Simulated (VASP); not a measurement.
Crystal: Ge.

```
CELL_PARAMETERS angstrom
-1.60842 1.60842 1.87318
1.60842 -1.60842 1.87318
1.60842 1.60842 -1.87318
ATOMIC_POSITIONS crystal
Ge 0.50000 0.50000 0.00000
```

```yaml
Program: VASP 6.6.1
Task: relaxation of cell and atoms
Functional: PBEsol
Dispersion: D3(BJ)
Potentials_or_basis: VASP PAW PBE potentials, release 64 (Ge_d)
Cutoff: 600 eV
k_mesh: 12 × 12 × 12
Occupations: fermi-dirac, width 0.05 eV
Spin: no spin polarisation
```

At the start: pressure -5.6 GPa; volume 19.38 Å³/atom.

Problem. How do energy, volume and symmetry change on relaxing?

Solution. Over 18 steps the energy falls by 47.2 meV/atom and the volume is 17.39 Å³/atom (-10.3 %); space group Im-3m (No. 229, to 0.05 Å).

Step by step:
| step | energy change (eV) | largest force (eV/Å) | pressure (GPa) | volume (Å³) |
| --- | --- | --- | --- | --- |
| 1 | 0.0000 | 0.0000 | -5.55 | 19.38 |
| 2 | -0.0300 | 0.0000 | 0.41 | 17.56 |
| 3 | -0.0305 | 0.0000 | 0.29 | 17.68 |
| 4 | -0.0305 | 0.0000 | -0.04 | 17.76 |
| 5 | -0.0305 | 0.0000 | 0.06 | 17.73 |
| 6 | -0.0306 | 0.0000 | 0.01 | 17.72 |
| 7 | -0.0308 | 0.0000 | -0.11 | 17.70 |
| 8 | -0.0308 | 0.0000 | -0.33 | 17.66 |
| 9 | -0.0325 | 0.0000 | 0.24 | 17.57 |
| 10 | -0.0428 | 0.0000 | 0.68 | 17.35 |
| 11 | -0.0348 | 0.0000 | 4.43 | 16.78 |
| 12 | -0.0382 | 0.0000 | 2.50 | 17.02 |
| 13 | -0.0412 | 0.0000 | 1.88 | 17.09 |
| 14 | -0.0461 | 0.0000 | 0.84 | 17.26 |
| 15 | -0.0456 | 0.0000 | 1.27 | 17.18 |
| 16 | -0.0465 | 0.0000 | 1.15 | 17.22 |
| 17 | -0.0465 | 0.0000 | 1.02 | 17.21 |
| 18 | -0.0472 | 0.0000 | 0.02 | 17.39 |

Final structure:
```xyz
1
Lattice="-1.6324 1.6324 1.6317 1.6324 -1.6324 1.6317 1.6324 1.6324 -1.6317" Properties=species:S:1:pos:R:3 pbc="T T T"
Ge    0.0000    0.0000    1.6317
```

Caveat: the PAW data sets were made with another functional, which shifts forces and pressure a little; pairwise dispersion overbinds metals, which lowers pressure and volume.
